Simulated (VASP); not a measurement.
Crystal: TaH4.

```
CELL_PARAMETERS angstrom
3.20000 0.00000 0.00000
-1.60000 2.77128 0.00000
0.00000 0.00000 5.10000
ATOMIC_POSITIONS crystal
Ta 0.00000 0.00000 0.00000
H 0.00000 0.00000 0.42650
H 0.00000 0.00000 0.57350
H 0.66667 0.33333 0.80000
H 0.33333 0.66667 0.20000
```

* Program: VASP 6.6.1
* Task: relaxation of cell and atoms
* Functional: PBE
* Potentials or basis: VASP PAW PBE potentials, release 64 (Ta_pv, H)
* Cutoff: 600 eV
* k mesh: 4 × 4 × 3
* Occupations: gaussian, width 0.15 eV
* Spin: no spin polarisation

At the start: pressure -12.2 GPa; volume 9.05 Å³/atom.

Q: Where does the relaxation end?

A: Over 25 steps the energy falls by 133.5 meV/atom and the volume is 9.70 Å³/atom (+7.3 %); space group P-3m1 (No. 164, to 0.1 Å) before and after.

The path:
```csv
step,energy change (eV),largest force (eV/Å),pressure (GPa),volume (Å³)
1,0.0000,1.9821,-12.15,45.23
2,-0.4668,0.7358,-4.91,40.83
3,-0.4668,0.7319,-4.97,40.85
4,-0.5256,0.4983,1.68,38.97
5,-0.5258,0.4712,2.16,38.85
6,-0.5442,0.0212,1.88,39.17
7,-0.5445,0.1092,1.86,39.22
8,-0.5581,0.0793,0.29,39.91
9,-0.5667,0.1587,-1.75,40.95
10,-0.5800,0.1128,-0.63,40.94
11,-0.5888,0.2231,1.47,40.91
12,-0.5953,0.1321,2.00,41.36
13,-0.5956,0.2684,2.19,41.50
14,-0.6002,0.2678,1.80,41.93
15,-0.6173,0.3245,0.79,43.23
16,-0.6318,0.8737,-0.56,45.85
17,-0.6359,0.7879,-0.78,46.15
18,-0.6451,0.5430,-1.38,47.05
19,-0.6529,0.1322,-2.37,48.84
20,-0.6532,0.1378,-2.51,49.11
21,-0.6563,0.1224,-2.22,49.05
22,-0.6632,0.0827,-1.34,48.84
23,-0.6663,0.2511,0.52,48.42
24,-0.6670,0.2017,-0.04,48.55
25,-0.6677,0.0223,0.28,48.51
```

Final structure:
```cif
data_structure
_symmetry_space_group_name_H-M 'P 1'
_symmetry_Int_Tables_number 1
_cell_length_a 2.8967
_cell_length_b 2.8967
_cell_length_c 6.6756
_cell_angle_alpha 90.000
_cell_angle_beta 90.000
_cell_angle_gamma 120.000
_cell_volume 48.51
loop_
_atom_site_label
_atom_site_type_symbol
_atom_site_fract_x
_atom_site_fract_y
_atom_site_fract_z
_atom_site_occupancy
Ta1 Ta 0.00000 0.00000 0.00000 1
H1 H 0.00000 0.00000 0.44305 1
H2 H 0.00000 0.00000 0.55695 1
H3 H 0.66667 0.33333 0.83651 1
H4 H 0.33333 0.66667 0.16349 1
```

Caveat: the k points lie up to 0.63 Å⁻¹ apart in the final cell, too coarse for converged energies and pressures of a metal; a cell axis changed by over 15 % at a fixed basis, so the end point is rough; an odd number of electrons without spin polarisation forces a metal; a magnetic or distorted state may lie lower.
